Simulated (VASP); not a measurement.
CsBr, 2 atoms in the cell. It takes space group Pm-3m (No. 221, cubic). The conventional cell has a = 4.160 Å, b = 4.160 Å, c = 4.160 Å, α = 90.00°, β = 90.00°, γ = 90.00°. Within 4.7 Å of Cs (site symmetry m-3m) lie 8 Br at 3.60 Å and 6 Cs at 4.16 Å. Br (site symmetry m-3m) has 8 Cs at 3.60 Å and 6 Br at 4.16 Å within 4.7 Å.  This cell differs from its parent crystal: strained.

* Program: VASP 6.6.1
* Task: single point
* Functional: PBE
* Potentials or basis: VASP PAW PBE potentials, release 64 (Cs_sv, Br)
* Cutoff: 500 eV
* k mesh: 6 × 6 × 6
* Occupations: gaussian, width 0.02 eV
* Spin: no spin polarisation
* Dipole correction: no
* Further INCAR settings: ALGO = Normal; EDIFF = 1e-06; NBANDS = 15

Potentials or basis: VASP PAW PBE potentials, release 64 (Cs_sv, Br).

Command:

```sh
$ cat potpaw_PBE.64/Cs_sv/POTCAR potpaw_PBE.64/Br/POTCAR > POTCAR
$ mpirun -np 1 vasp_std > vasp.out
```

Hardware: 1 thread of AMD EPYC 7R43 64-Core Processor (Zen 3) (shared host).

Task: How long does it take, and how much memory?

Result: Wall time 18 s on 1 thread of AMD EPYC 7R43 64-Core Processor (Zen 3) (shared host), peak memory 0.14 GiB. Counts: scf iterations 13, k points 20.
